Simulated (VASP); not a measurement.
# SiNi (rocksalt type) (Fm-3m) in VASP: a series of runs

Runs on SiNi (rocksalt type). Level: PBE. Tasks: single point, relaxation of cell and atoms.

Everything below comes from runs of VASP 6.6.1. Logs are shortened: lines on timing, memory, paths and dates and some standing lists are left out, and cuts for length are marked.

## 1. The cell of the first run

The structure is cubic, space group Fm-3m (No. 225). Conventional cell: a = 4.741 Å, b = 4.741 Å, c = 4.741 Å, α = 90.00°, β = 90.00°, γ = 90.00°. Ni (site symmetry m-3m) has 6 Si at 2.37 Å within 3.1 Å. Si (site symmetry m-3m) has 6 Ni at 2.37 Å within 3.1 Å.

## 2. Single point, PBE (volume scaled by 1, to set the pressure)

The input, INCAR:

```
SYSTEM = SiNi
PREC = Accurate ; ENCUT = 520
EDIFF = 1E-6 ; ISMEAR = -1
SIGMA = 0.1 ; LREAL = .False.
LASPH = .True. ; NELM = 60
ALGO = Normal ; ISIF = 2
LWAVE = .False. ; LCHARG = .False.
GGA = PE ; NBANDS = 14
```

The input, KPOINTS:

```
Automatic mesh
0
Gamma
  14 14 14
  0 0 0
```

The input, POSCAR:

```
SiNi
1.0
    0.0000000000      2.3703144354      2.3703144354
    2.3703144354      0.0000000000      2.3703144354
    2.3703144354      2.3703144354      0.0000000000
Ni Si
1 1
Direct
    0.0000000000      0.0000000000      0.0000000000
    0.5000000000      0.5000000000      0.5000000000
```

Potentials or basis: VASP PAW PBE potentials, release 64 (Ni, Si).

Run with:

```console
$ cat potpaw_PBE.64/Ni/POTCAR potpaw_PBE.64/Si/POTCAR > POTCAR
$ mpirun -np 1 vasp_std > vasp.out
```

OUTCAR:

```text
SYSTEM = SiNi
   PREC = Accurate
   ENCUT = 520
   EDIFF = 1E-6
   ISMEAR = -1
   LREAL = .False.
   LASPH = .True.
   NELM = 60
   ISIF = 2
   GGA = PE

 ion  position               nearest neighbor table
   1  0.000  0.000  0.000-   2 2.37   2 2.37   2 2.37   2 2.37   2 2.37   2 2.37
   2  0.500  0.500  0.500-   1 2.37   1 2.37   1 2.37   1 2.37   1 2.37   1 2.37

  LATTYP: Found a face centered cubic cell.
 ALAT       =     4.7406288708

  Lattice vectors:

 A1 = (   0.0000000000,   2.3703144354,   2.3703144354)
 A2 = (   2.3703144354,   0.0000000000,   2.3703144354)
 A3 = (   2.3703144354,   2.3703144354,   0.0000000000)

Analysis of symmetry for initial positions (statically):
=====================================================================
 Subroutine PRICEL returns:
 Original cell was already a primitive cell.

 Routine SETGRP: Setting up the symmetry group for a
 face centered cubic supercell.

 Subroutine GETGRP returns: Found 48 space group operations
 (whereof 48 operations were pure point group operations)
 out of a pool of 48 trial point group operations.

The static configuration has the point symmetry O_h .

Analysis of symmetry for dynamics (positions and initial velocities):
=====================================================================
 Subroutine PRICEL returns:
 Original cell was already a primitive cell.

 Routine SETGRP: Setting up the symmetry group for a
 face centered cubic supercell.

 Subroutine GETGRP returns: Found 48 space group operations
 (whereof 48 operations were pure point group operations)
 out of a pool of 48 trial point group operations.

The dynamic configuration has the point symmetry O_h .

 Subroutine INISYM returns: Found 48 space group operations
 (whereof 48 operations are pure point group operations),
 and found     1 'primitive' translations

----------------------------------------------------------------------------------------

                                     Primitive cell

  volume of cell :      26.6347

  direct lattice vectors                    reciprocal lattice vectors
     0.000000000  2.370314435  2.370314435    -0.210942478  0.210942478  0.210942478
     2.370314435  0.000000000  2.370314435     0.210942478 -0.210942478  0.210942478
     2.370314435  2.370314435  0.000000000     0.210942478  0.210942478 -0.210942478

  length of vectors
     3.352130822  3.352130822  3.352130822     0.365363089  0.365363089  0.365363089

  position of ions in fractional coordinates (direct lattice)
     0.000000000  0.000000000  0.000000000
     0.500000000  0.500000000  0.500000000

  ion indices of the primitive-cell ions
   primitive index   ion index
                 1           1
                 2           2

----------------------------------------------------------------------------------------

 KPOINTS: Automatic mesh

Automatic generation of k-mesh.
 Grid dimensions read from file:
 generate k-points for:   14   14   14

 Generating k-lattice:

  Cartesian coordinates                     Fractional coordinates (reciprocal lattice)
    -0.015067320  0.015067320  0.015067320     0.071428571  0.000000000  0.000000000
     0.015067320 -0.015067320  0.015067320     0.000000000  0.071428571  0.000000000
     0.015067320  0.015067320 -0.015067320     0.000000000  0.000000000  0.071428571

  Length of vectors
     0.026097363  0.026097363  0.026097363

  Shift w.r.t. Gamma in fractional coordinates (k-lattice)
     0.000000000  0.000000000  0.000000000

 Subroutine IBZKPT returns following result:
 ===========================================

 Found    104 irreducible k-points:

 Following reciprocal coordinates:
            Coordinates               Weight
  0.000000  0.000000  0.000000      1.000000
  0.071429  0.000000  0.000000      8.000000
  0.142857  0.000000  0.000000      8.000000
  0.214286  0.000000  0.000000      8.000000
  0.285714  0.000000  0.000000      8.000000
  0.357143  0.000000  0.000000      8.000000
[... 16 lines left out ...]
  0.214286  0.142857  0.000000     24.000000
  0.285714  0.142857  0.000000     24.000000
 [... further k-points ...]
   k-points           NKPTS =    104   k-points in BZ     NKDIM =    104   number of bands    NBANDS=     14
   number of dos      NEDOS =    301   number of ions     NIONS =      2
   total plane-waves  NPLWV =  21952
   dimension x,y,z NGX =    28 NGY =   28 NGZ =   28
   dimension x,y,z NGXF=    56 NGYF=   56 NGZF=   56
   ions per type =               1   1
   NGX,Y,Z   is equivalent  to a cutoff of  13.89, 13.89, 13.89 a.u.
   NGXF,Y,Z  is equivalent  to a cutoff of  27.77, 27.77, 27.77 a.u.
 SYSTEM =  SiNi
   PREC   = accura    normal or accurate (medium, high low for compatibility)
   ISTART =      0    job   : 0-new  1-cont  2-samecut
   ICHARG =      2    charge: 1-file 2-atom 10-const
   ISPIN  =      1    spin polarized calculation?
   LNONCOLLINEAR =      F non collinear calculations
   LSORBIT =      F    spin-orbit coupling
   LASPH  =      T    aspherical Exc in radial PAW
   ENCUT  =  520.0 eV  38.22 Ry    6.18 a.u.   6.23  6.23  6.23*2*pi/ulx,y,z
   NELM   =     60;   NELMIN=  2; NELMDL= -5     # of ELM steps
   EDIFF  = 0.1E-05   stopping-criterion for ELM
   LREAL  =      F    real-space projection
   EDIFFG = 0.1E-04   stopping-criterion for IOM
   NSW    =      0    number of steps for IOM
   IBRION =     -1    ionic relax: 0-MD 1-quasi-New 2-CG
   NFREE  =      0    steps in history (QN), initial steepest desc. (CG)
   ISIF   =      2    stress and relaxation
   ISYM   =      2    0-nonsym 1-usesym 2-fastsym
   POTIM  = 0.5000    time-step for ionic-motion
   TEBEG  =    0.0;   TEEND  =   0.0 temperature during run
   PSTRESS=    0.0 pullay stress
   NELECT =      14.0000    total number of electrons
   NUPDOWN=      -1.0000    fix difference up-down
   EMIN   =  10.00;   EMAX   =-10.00  energy-range for DOS
   EFERMI =   0.00;   METHOD = LEGACY
   ISMEAR =    -1;   SIGMA  =   0.10  broadening in eV -4-tet -1-fermi 0-gaus
   EFERMI_NEDOS =   21; number of points for ismear=-14 and -15
   IALGO  =     38    algorithm
   IMIX   =      4    mixing-type and parameters
     AMIX     =   0.40;   BMIX     =  1.00
     AMIX_MAG =   1.60;   BMIX_MAG =  1.00
  volume/ion in A,a.u.               =      13.32        89.87
  Fermi-wavevector in a.u.,A,eV,Ry     =   1.321199  2.496704 23.749876  1.745567
  Thomas-Fermi vector in A             =   2.450970
   LORBIT       =      0    0 simple, 1 ext, 2 COOP (PROOUT), +10 PAW based schemes
   GGA     = PE    functional components
   LHFCALC =     F    Hartree Fock is set to
   AEXX    =    0.0000 exact exchange contribution
   IVDW    =     0    specifies the selected vdW correction
   LEPSILON=     F    determine dielectric tensor
   LRPA    =     F    only Hartree local field effects (RPA)
 non-spin polarized calculation
  energy-cutoff  :      520.00
  volume of cell :       26.63
 maximum number of plane-waves:       730
 NGX is ok and might be reduce to    28
   NGX = 13   NGY = 13   NGZ = 13

 number of electron      14.0000003 magnetization

 Free energy of the ion-electron system (eV)
  ---------------------------------------------------
  ext. energy  EPLUGINS =         0.00000000
  ---------------------------------------------------
  free energy    TOTEN  =       -10.88604624 eV

  energy without entropy =      -10.84604326  energy(sigma->0) =      -10.86604475

 E-fermi :   8.9991     XC(G=0): -11.7409

 val. band max:        8.9959513486   @ k =   0.4286   0.3571   0.0000
 cond. band min:       9.0016009834   @ k =   0.5000   0.3571   0.0000
 fundamental gap:      0.0056496348
 Fermi energy:         8.9990713392

 k-point     1 :       0.0000    0.0000    0.0000
  band No.  band energies     occupation
      1      -2.9857      2.00000
      2       6.5418      2.00000
      3       6.5418      2.00000
      4       6.5418      2.00000
      5       6.5586      2.00000
      6       6.5586      2.00000
      7      13.0124      0.00000
      8      13.0124      0.00000
      9      13.0124      0.00000
     10      19.0726      0.00000
     11      19.0726      0.00000
     12      19.0726      0.00000
     13      20.9420      0.00000
     14      21.3290      0.00000

 k-point     2 :       0.0714    0.0000    0.0000
  band No.  band energies     occupation
      1      -2.8861      2.00000
      2       6.4892      2.00000
      3       6.5058      2.00000
      4       6.5058      2.00000
      5       6.5775      2.00000
      6       6.5775      2.00000
      7      12.4891      0.00000
      8      13.0581      0.00000
      9      13.0581      0.00000
     10      18.5840      0.00000
     11      19.1607      0.00000
     12      19.1607      0.00000
     13      21.5847      0.00000
     14      21.8653      0.00000

 k-point     3 :       0.1429    0.0000    0.0000
  band No.  band energies     occupation
      1      -2.5889      2.00000
      2       6.3150      2.00000
      3       6.3736      2.00000
      4       6.3736      2.00000
      5       6.6686      2.00000
      6       6.6686      2.00000
      7      11.2802      0.00000
      8      13.1865      0.00000
      9      13.1865      0.00000
     10      17.8528      0.00000
     11      19.2182      0.00000
     12      19.2182      0.00000
     13      21.0749      0.00000
     14      21.0749      0.00000
[... 324 lines left out ...]
 k-point    23 :       0.2143    0.1429    0.0000
  band No.  band energies     occupation
      1      -2.1050      2.00000
      2       5.9143      2.00000
      3       6.2363      2.00000
      4       6.4867      2.00000
      5       6.6650      2.00000
      6       6.7685      2.00000
      7      11.0596      0.00000
      8      11.8683      0.00000
      9      13.0204      0.00000
     10      16.7887      0.00000
     11      17.0880      0.00000
     12      20.1368      0.00000
     13      20.2899      0.00000
     14      23.3662      0.00000

 k-point    24 :       0.2857    0.1429    0.0000
  band No.  band energies     occupation
      1      -1.5642      2.00000
      2       5.5869      2.00000
      3       5.9963      2.00000
      4       6.3178      2.00000
      5       6.7934      2.00000
      6       6.9490      2.00000
      7       9.7575      0.00102
      8      11.7531      0.00000
      9      13.3326      0.00000
     10      15.7130      0.00000
     11      17.2930      0.00000
     12      20.0531      0.00000
     13      20.0603      0.00000
     14      23.4832      0.00000

 [... further k-points ...]
[... 5 lines left out ...]
  --------------------------------------------------------------------------------------
  -------------------------------------------------------------------------------------
  Total        0.0155273      0.0155273      0.0155273     -0.0000000     -0.0000000      0.0000000
  in kB        0.9340243      0.9340243      0.9340243     -0.0000000     -0.0000000      0.0000000
  external PRESSURE =       0.9340243 kB  Pullay stress =       0.0000000 kB

 VOLUME and BASIS-vectors are now :
 -----------------------------------------------------------------------------
  energy-cutoff  :      520.00
  volume of cell :       26.63
      direct lattice vectors                 reciprocal lattice vectors
     0.000000000  2.370314435  2.370314435    -0.210942478  0.210942478  0.210942478
     2.370314435  0.000000000  2.370314435     0.210942478 -0.210942478  0.210942478
     2.370314435  2.370314435  0.000000000     0.210942478  0.210942478 -0.210942478

 POSITION                                       TOTAL-FORCE (eV/Angst)
 -----------------------------------------------------------------------------------
      0.00000      0.00000      0.00000        -0.000000      0.000000     -0.000000
      2.37031      2.37031      2.37031         0.000000     -0.000000      0.000000
 -----------------------------------------------------------------------------------
    total drift:                               -0.000000      0.000000      0.000000

  FREE ENERGIE OF THE ION-ELECTRON SYSTEM (eV)
  ---------------------------------------------------
  free  energy   TOTEN  =       -10.8860462365 eV

  energy  without entropy=      -10.8460432608  energy(sigma->0) =      -10.86604475
```

Run time: 24 s. Hardware: 1 thread of AMD EPYC 9R45 (Zen 5), shared host; peak memory 0.15 GiB.

What came out:

* Free energy: -10.8860 eV
* Pressure: 0.1 GPa
* Band gap on the k mesh: zero (band 7 reaches 13.01 eV, above the bottom of band 8 at 8.14 eV)

Caveat: the cell differs from its parent crystal (volume scaled by 1, to set the pressure). Spin polarisation is off, so any magnetic state and its effect on volume and gap are missing.

## 3. Single point, PBE

The input, INCAR:

```
PREC = Accurate
ENCUT = 520
EDIFF = 1E-6
ISMEAR = -1
SIGMA = 0.1
LREAL = F
LASPH = T
NELM = 100
ALGO = Normal
ISIF = 2
LWAVE = F
LCHARG = T
GGA = PE
LELF = T
LVHAR = T
NBANDS = 14
```

The input, KPOINTS:

```
Automatic mesh
0
Gamma
  14 14 14
```

POSCAR is that of step 2.

Potentials or basis: VASP PAW PBE potentials, release 64 (Ni, Si).

Run with:

```console
$ cat potpaw_PBE.64/Ni/POTCAR potpaw_PBE.64/Si/POTCAR > POTCAR
$ mpirun -np 1 vasp_std > vasp.out
```

It took 25 s on 1 thread of AMD EPYC 9R45 (Zen 5), shared host; peak memory 0.15 GiB.

The run converged. Its results:

| Property | Result |
| --- | --- |
| Free energy | -10.8860 eV |
| Pressure | 0.1 GPa |
| Band gap on the k mesh | zero (band 7 reaches 13.01 eV, above the bottom of band 8 at 8.14 eV) |

Levels at points of the mesh, in eV from the Fermi level:
| k point | band 4 | band 5 | band 6 | band 7 | band 8 | band 9 | band 10 | band 11 |
| --- | --- | --- | --- | --- | --- | --- | --- | --- |
| (0.00, 0.00, 0.00) | -2.46 | -2.44 | -2.44 | 4.01 | 4.01 | 4.01 | 10.07 | 10.07 |
| (0.50, 0.00, 0.00) | -3.29 | -1.73 | -1.73 | -1.15 | 5.62 | 5.62 | 6.33 | 6.33 |
| (0.50, 0.50, 0.00) | -2.11 | -1.54 | -1.54 | -0.67 | -0.14 | -0.14 | 3.72 | 6.20 |

## 4. Single point, PBE

The input, INCAR:

```
ALGO = Normal
EDIFF = 1E-6
ENCUT = 520
GGA = PE
ISIF = 2
ISMEAR = -1
LASPH = True
LCHARG = True
LELF = True
LREAL = False
LVHAR = True
LWAVE = False
NBANDS = 14
NELM = 100
PREC = Accurate
SIGMA = 0.1
```

The input, KPOINTS:

```
k-points
0
Gamma
  15 15 15
```

POSCAR is that of step 3.

Run with:

```console
$ cat potpaw_PBE.64/Ni/POTCAR potpaw_PBE.64/Si/POTCAR > POTCAR
$ mpirun -np 1 vasp_std > vasp.out
```

Wall time 30 s (1 thread of AMD EPYC 9R45 (Zen 5), shared host); peak memory 0.16 GiB.

The run converged. Its results:

```yaml
Free_energy: -10.8869 eV
Pressure: 0.0 GPa
Band_gap_on_the_k_mesh: zero (band 7 reaches 13.01 eV, above the bottom of band 8 at 8.20 eV)
```

Levels at points of the mesh, in eV from the Fermi level:
```tsv
k point	band 3	band 4	band 5	band 6	band 7	band 8	band 9	band 10	band 11	band 12
(0.00, 0.00, 0.00)	-2.45	-2.45	-2.43	-2.43	4.02	4.02	4.02	10.08	10.08	10.08
```

Spin polarisation is off, so any magnetic state and its effect on volume and gap are missing.

(Part 1 of 2 ends here.)
